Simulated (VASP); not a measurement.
Input of a VASP 6.6.1 run:

POSCAR

```
Pt
1.0
    0.0000000000      2.0068475000      1.9579000000
    2.0068475000      0.0000000000      1.9579000000
    2.0068475000      2.0068475000      0.0000000000
Pt
1
Direct
    0.0000000000      0.0000000000      0.0000000000
```

INCAR.step1

```
PREC = Accurate ; ENCUT = 520
ISMEAR = 0 ; SIGMA = 0.15
LREAL = False ; LASPH = True
NELM = 100 ; NBANDS = 11
GGA = PE ; ALGO = Normal
EDIFF = 1E-4 ; LWAVE = True
LCHARG = False
```

File INCAR.step2:

```
PREC = Accurate ; ENCUT = 520
EDIFF = 1E-7 ; ISMEAR = 0
SIGMA = 0.15 ; LREAL = False
LASPH = True ; NELM = 100
ALGO = Normal ; ISIF = 2
LWAVE = False ; LCHARG = False
METAGGA = R2SCAN ; LMIXTAU = True
NBANDS = 11 ; ISTART = 1
```

The input KPOINTS:

```
Automatic mesh
0
Gamma
  20 20 20
```

Potentials or basis: VASP PAW PBE potentials, release 64 (Pt).

Command:

```sh
$ cat potpaw_PBE.64/Pt/POTCAR > POTCAR
$ cp INCAR.step1 INCAR
$ mpirun -np 1 vasp_std > vasp.out
$ cp INCAR.step2 INCAR
$ mpirun -np 1 vasp_std > vasp.out
```

Question: Estimate the pressure.

Answer: -7.0 GPa.

Question: What does it give for the band gap on the k mesh?

Answer: Zero (band 5 reaches 10.76 eV, above the bottom of band 6 at 8.49 eV).

Stress tensor (GPa, compression positive):
```
-7.53  0.00  0.00
 0.00 -7.53  0.00
 0.00  0.00 -5.93
```

Caveat: the cell differs from its parent crystal (strain +0.0250 x Voigt [1, 1, 0, 0, 0, 0]); the PAW data sets were made with another functional, which shifts forces and pressure a little; spin-orbit coupling is left out, which moves the levels of the heavy elements.
